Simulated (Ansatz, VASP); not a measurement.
One calculation of Al, two programs

File INCAR:

```
PREC = Accurate ; ENCUT = 500
EDIFF = 1E-7 ; ISMEAR = 0
SIGMA = 0.1 ; LREAL = F
LASPH = T ; NELM = 120
ALGO = Normal ; ISIF = 3
LWAVE = F ; LCHARG = F
GGA = CA ; IBRION = 2
NSW = 100 ; EDIFFG = -0.002
GGA_COMPAT = F ; NELMIN = 4
```

Contents of KPOINTS:

```
regular mesh
0
Gamma
  18 18 18
```

POSCAR

```
Al
1.0
   -1.6070005753      1.6070005753      1.6070005753
    1.6070005753     -1.6070005753      1.6070005753
    1.6070005753      1.6070005753     -1.6070005753
Al
1
Direct
    0.0000000000      0.0000000000      0.0000000000
```

Input for Ansatz:

```yaml
crystal:
  lattice:
    - [-1.6070005753, 1.6070005753, 1.6070005753]
    - [1.6070005753, -1.6070005753, 1.6070005753]
    - [1.6070005753, 1.6070005753, -1.6070005753]
  atoms:
    - { symbol: Al, position: [0.0, 0.0, 0.0] }
basis:
  ecutwfc: 420
kpoints:
  mp_grid: { grid: [18, 18, 18] }
hamiltonian:
  xc: lda
  pseudopotentials: { kind: paw, azcp: { folder: soft_1 } }
scf:
  occupations: { method: gaussian, width: 0.1 }
output:
  forces: true
  stress: true
  eigenvalues: true
relax:
  adjacent_minimum: "off"
  f_tol: 0.002
  max_steps: 80
  cell: { stress_tol: 0.02 }
```

Alike in both runs: task relaxation of cell and atoms; functional LDA; k mesh 18 × 18 × 18; occupations gaussian, width 0.1 eV; no spin polarisation.

|  | VASP | Ansatz |
| --- | --- | --- |
| version | VASP 6.6.1 | Ansatz 0.2.0 |
| potentials or method | VASP PAW LDA potentials, release 64 (Al), cutoff 500 eV | scalar-relativistic, plane waves, PAW |
| valence electrons in the cell | 3 | 3 |

VASP gave:

* gap on the k mesh at the Fermi level, each at its own relaxed structure (eV): none
* relaxed volume (Å³/atom): 16.24
* relaxed cell length with the largest relative difference (Å): 2.763

What did Ansatz give for the same quantities?

gap on the k mesh at the Fermi level, each at its own relaxed structure (eV): none; relaxed volume (Å³/atom): 16.22; relaxed cell length with the largest relative difference (Å): 2.762.

Ansatz warns that its potentials were made for another functional, while VASP's fit it. LDA's correlation is that of Perdew and Zunger in VASP and of Perdew and Wang (1992) in Ansatz. A gap of «none» marks a metal or a gap that the smearing closes.
